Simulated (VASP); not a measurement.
# Os (P6_3/mmc) in VASP: notebook, part 2 of 2

VASP 6.6.1. Earlier steps stand in the parts before.

### Step 5. Single point, PBE (14.28 Å³/atom)

This run uses another cell than the first one, of 14.28 Å³/atom.

Contents of INCAR:

```
SYSTEM = Os
PREC = Accurate
ENCUT = 520
EDIFF = 1E-6
ISMEAR = -1
SIGMA = 0.08
LREAL = .FALSE.
LASPH = .TRUE.
NELM = 60
ALGO = Normal
ISIF = 2
LWAVE = .FALSE.
LCHARG = .FALSE.
GGA = PE
NBANDS = 15
```

Contents of KPOINTS:

```
Automatic mesh
0
G
  18 18 10
  0 0 0
```

Contents of POSCAR:

```
Os
1.0
    2.7536411952      0.0000000000      0.0000000000
   -1.3768205976      2.3847232280      0.0000000000
    0.0000000000      0.0000000000      4.3491200764
Os
2
Direct
    0.3333333333      0.6666666667      0.2500000000
    0.6666666667      0.3333333333      0.7500000000
```

Potentials or basis: VASP PAW PBE potentials, release 64 (Os).

Started as:

```console
cat potpaw_PBE.64/Os/POTCAR > POTCAR
mpirun -np 1 vasp_std > vasp.out
```

OUTCAR:

```text
SYSTEM = Os
   PREC = Accurate
   ENCUT = 520
   EDIFF = 1E-6
   ISMEAR = -1
   LREAL = .FALSE.
   LASPH = .TRUE.
   NELM = 60
   ISIF = 2
   GGA = PE

 ion  position               nearest neighbor table
   1  0.333  0.667  0.250-   2 2.69   2 2.69   2 2.69   2 2.69   2 2.69   2 2.69
   2  0.667  0.333  0.750-   1 2.69   1 2.69   1 2.69   1 2.69   1 2.69   1 2.69

  LATTYP: Found a hexagonal cell.
 ALAT       =     2.7536411952
 C/A-ratio  =     1.5794069627

  Lattice vectors:

 A1 = (   2.7536411952,   0.0000000000,   0.0000000000)
 A2 = (  -1.3768205976,   2.3847232280,   0.0000000000)
 A3 = (   0.0000000000,   0.0000000000,   4.3491200764)

Analysis of symmetry for initial positions (statically):
=====================================================================
 Subroutine PRICEL returns:
 Original cell was already a primitive cell.

 Routine SETGRP: Setting up the symmetry group for a
 hexagonal supercell.

 Subroutine GETGRP returns: Found 24 space group operations
 (whereof 12 operations were pure point group operations)
 out of a pool of 24 trial point group operations.

The static configuration has the point symmetry D_3d.
 The point group associated with its full space group is D_6h.

Analysis of symmetry for dynamics (positions and initial velocities):
=====================================================================
 Subroutine PRICEL returns:
 Original cell was already a primitive cell.

 Routine SETGRP: Setting up the symmetry group for a
 hexagonal supercell.

 Subroutine GETGRP returns: Found 24 space group operations
 (whereof 12 operations were pure point group operations)
 out of a pool of 24 trial point group operations.

The dynamic configuration has the point symmetry D_3d.
 The point group associated with its full space group is D_6h.

 Subroutine INISYM returns: Found 24 space group operations
[... 117 lines left out ...]
     AMIX_MAG =   1.60;   BMIX_MAG =  1.00
  volume/ion in A,a.u.               =      14.28        96.36
  Fermi-wavevector in a.u.,A,eV,Ry     =   1.349582  2.550340 24.781261  1.821371
  Thomas-Fermi vector in A             =   2.477157
   LORBIT       =      0    0 simple, 1 ext, 2 COOP (PROOUT), +10 PAW based schemes
   GGA     = PE    functional components
   LHFCALC =     F    Hartree Fock is set to
   AEXX    =    0.0000 exact exchange contribution
   IVDW    =     0    specifies the selected vdW correction
   LEPSILON=     F    determine dielectric tensor
   LRPA    =     F    only Hartree local field effects (RPA)
 non-spin polarized calculation
  energy-cutoff  :      520.00
  volume of cell :       28.56
 maximum number of plane-waves:       786
   NGX = 11   NGY = 11   NGZ = 17

 number of electron      15.9999999 magnetization

 Free energy of the ion-electron system (eV)
  ---------------------------------------------------
  ext. energy  EPLUGINS =         0.00000000
  ---------------------------------------------------
  free energy    TOTEN  =       -22.51041989 eV

  energy without entropy =      -22.48161632  energy(sigma->0) =      -22.49601811

 E-fermi :   9.1671     XC(G=0): -13.9394

 val. band max:        9.1629443549   @ k =   0.2778   0.0000   0.1000
 cond. band min:       9.1683656209   @ k =   0.1667   0.1111   0.3000
 fundamental gap:      0.0054212661
 Fermi energy:         9.1670946567

 k-point     1 :       0.0000    0.0000    0.0000
  band No.  band energies     occupation
      1      -1.5990      2.00000
      2       1.5598      2.00000
      3       6.1937      2.00000
      4       6.1937      2.00000
      5       6.4438      2.00000
      6       7.0076      2.00000
      7       7.0076      2.00000
      8       7.6371      2.00000
      9       7.6371      2.00000
     10       9.1872      0.87525
     11      10.7921      0.00000
     12      10.7921      0.00000
     13      17.9907      0.00000
     14      23.1969      0.00000
[... 401 lines left out ...]
      2       2.6223      2.00000
      3       2.9764      2.00000
      4       5.6479      2.00000
      5       5.7127      2.00000
      6       6.6020      2.00000
      7       7.2874      2.00000
      8      10.6888      0.00000
      9      11.1041      0.00000
     10      11.5743      0.00000
     11      12.9419      0.00000
     12      15.9110      0.00000
     13      18.4072      0.00000
     14      19.5197      0.00000
     15      21.1661      0.00000

 [... further k-points ...]
[... 5 lines left out ...]
  --------------------------------------------------------------------------------------
  -------------------------------------------------------------------------------------
  Total       -0.0211670     -0.0211670     -0.0406351      0.0000000     -0.0000000      0.0000000
  in kB       -1.1874703     -1.1874703     -2.2796316      0.0000000     -0.0000000      0.0000000
  external PRESSURE =      -1.5515241 kB  Pullay stress =       0.0000000 kB

 VOLUME and BASIS-vectors are now :
 -----------------------------------------------------------------------------
  energy-cutoff  :      520.00
  volume of cell :       28.56
      direct lattice vectors                 reciprocal lattice vectors
     2.753641195  0.000000000  0.000000000     0.363155520  0.209667937  0.000000000
    -1.376820598  2.384723228  0.000000000     0.000000000  0.419335874  0.000000000
     0.000000000  0.000000000  4.349120076     0.000000000  0.000000000  0.229931568

 POSITION                                       TOTAL-FORCE (eV/Angst)
 -----------------------------------------------------------------------------------
     -0.00000      1.58982      1.08728        -0.000000      0.000000      0.000000
      1.37682      0.79491      3.26184         0.000000      0.000000      0.000000
 -----------------------------------------------------------------------------------
    total drift:                               -0.000000      0.000000     -0.000000

  FREE ENERGIE OF THE ION-ELECTRON SYSTEM (eV)
  ---------------------------------------------------
  free  energy   TOTEN  =       -22.5104198948 eV

  energy  without entropy=      -22.4816163228  energy(sigma->0) =      -22.49601811
```

OSZICAR:

```text
N       E                     dE             d eps       ncg     rms          rms(c)
DAV:   1     0.101287310426E+03    0.10129E+03   -0.74305E+03  6668   0.102E+03
DAV:   2    -0.192172477457E+02   -0.12050E+03   -0.10513E+03  6765   0.324E+02
DAV:   3    -0.239122328866E+02   -0.46950E+01   -0.45447E+01  9103   0.564E+01
DAV:   4    -0.239461651464E+02   -0.33932E-01   -0.33883E-01  7095   0.503E+00
DAV:   5    -0.239463485900E+02   -0.18344E-03   -0.18343E-03  9188   0.345E-01    0.223E+01
DAV:   6    -0.228371950217E+02    0.11092E+01   -0.94346E-01  8452   0.828E+00    0.994E+00
DAV:   7    -0.225185742155E+02    0.31862E+00   -0.63390E-01  8606   0.666E+00    0.495E-01
DAV:   8    -0.225132157700E+02    0.53584E-02   -0.62906E-03  6779   0.588E-01    0.325E-01
DAV:   9    -0.225104184514E+02    0.27973E-02   -0.16108E-03  8046   0.397E-01    0.477E-02
DAV:  10    -0.225104429696E+02   -0.24518E-04   -0.67114E-05  8613   0.706E-02    0.104E-02
DAV:  11    -0.225104207542E+02    0.22215E-04   -0.41401E-06  7423   0.213E-02    0.135E-03
DAV:  12    -0.225104198948E+02    0.85944E-06   -0.86027E-08  4597   0.301E-03
   1 F= -.22510420E+02 E0= -.22496018E+02  d E =-.288036E-01
```

stdout:

```text
POSCAR found type information on POSCAR Os
 POSCAR found :  1 types and       2 ions
 scaLAPACK will be used
 LDA part: xc-table for (Slater+PW92), standard interpolation
 POSCAR, INCAR and KPOINTS ok, starting setup
 FFT: planning ... GRIDC
 FFT: planning ... GRID_SOFT
 FFT: planning ... GRID
 WAVECAR not read
 entering main loop
```

It took 29 s on 1 thread of Intel Xeon Platinum 8488C (Sapphire Rapids), shared host; peak memory 0.2 GiB.

What came out:

```
Free energy            : -22.5104 eV
Pressure               : -0.2 GPa
Band gap on the k mesh : zero (bands 8 and 9 overlap by 3.80 eV)
```

Levels at points of the mesh, in eV from the Fermi level:
```tsv
k point	band 6	band 7	band 8	band 9	band 10	band 11
(0.00, 0.00, 0.00)	-2.16	-2.16	-1.53	-1.53	0.02	1.63
(0.50, 0.00, 0.00)	-2.51	-1.84	1.95	2.49	2.61	4.27
(0.00, 0.00, 0.50)	-3.16	-3.16	-3.16	0.85	0.85	0.85
(0.50, 0.00, 0.50)	-1.18	-0.17	-0.17	2.28	2.28	3.20
```

Caveat: spin-orbit coupling is left out, which moves the levels of the heavy elements.

### Step 6. The runs side by side

```csv
cell,gap on the mesh (eV),pressure (GPa)
"a = 2.592, b = 2.592, c = 4.124 Å, angles 90.0, 90.0, 120.0°, 2 atoms",none,107.6
"a = 2.675, b = 2.675, c = 4.241 Å, angles 90.0, 90.0, 120.0°, 2 atoms",none,41.2
"a = 2.754, b = 2.754, c = 4.349 Å, angles 90.0, 90.0, 120.0°, 2 atoms",none,-0.2
```

Alike in all rows: task single point; level PBE; potentials or basis VASP PAW PBE potentials, release 64 (Os); no spin polarisation; k mesh 18 × 18 × 10; cutoff (eV) 520; smearing fermi-dirac 0.08 eV.

Caveats: spin-orbit coupling is left out, which moves the levels of the heavy elements; the cell stands under pressure (at least some runs).

Absolute energies hang on the potentials; compare differences alone.
